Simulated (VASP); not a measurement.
ZrO2: single point with PBE

Crystal: ZrO2.

```
CELL_PARAMETERS angstrom
0.00000 2.62105 2.62105
2.62105 0.00000 2.62105
2.62105 2.62105 0.00000
ATOMIC_POSITIONS crystal
Zr 0.00000 0.00000 0.00000
O 0.25000 0.25000 0.25000
O 0.75000 0.75000 0.75000
```

This cell differs from its parent crystal: strain +3.0%.

```yaml
Program: VASP 6.6.1
Task: single point
Functional: PBE
Potentials_or_basis: VASP PAW PBE potentials, release 64 (Zr_sv, O)
Cutoff: 600 eV
k_mesh: 6 × 6 × 6
Occupations: gaussian, width 0.01 eV
Spin: no spin polarisation
```

* Pressure: -14.8 GPa
* Band gap on the k mesh: 3.10 eV, indirect (least direct gap 3.48 eV)

Levels at points of the mesh, in eV from the valence-band top:
| k point | band 8 | band 9 | band 10 | band 11 | band 12 | band 13 | band 14 | band 15 | band 16 | band 17 |
| --- | --- | --- | --- | --- | --- | --- | --- | --- | --- | --- |
| (0.00, 0.00, 0.00) | -4.74 | -4.74 | -0.50 | -0.50 | -0.50 | 3.10 | 3.10 | 5.93 | 8.34 | 8.34 |
| (0.50, 0.00, 0.00) | -3.81 | -2.38 | -2.36 | -1.56 | -1.56 | 3.65 | 3.65 | 5.31 | 7.56 | 7.56 |
| (0.50, 0.50, 0.00) | -2.98 | -2.98 | -1.39 | -1.39 | 0.00 | 3.48 | 4.27 | 5.07 | 6.53 | 6.53 |

It took 12 s on 1 thread of Intel(R) Xeon(R) Platinum 8559C (Emerald Rapids), with other jobs on the host, peak memory 0.17 GiB.

Caveat: the cell differs from its parent crystal (strain +3.0%). A k mesh can miss the band edges.
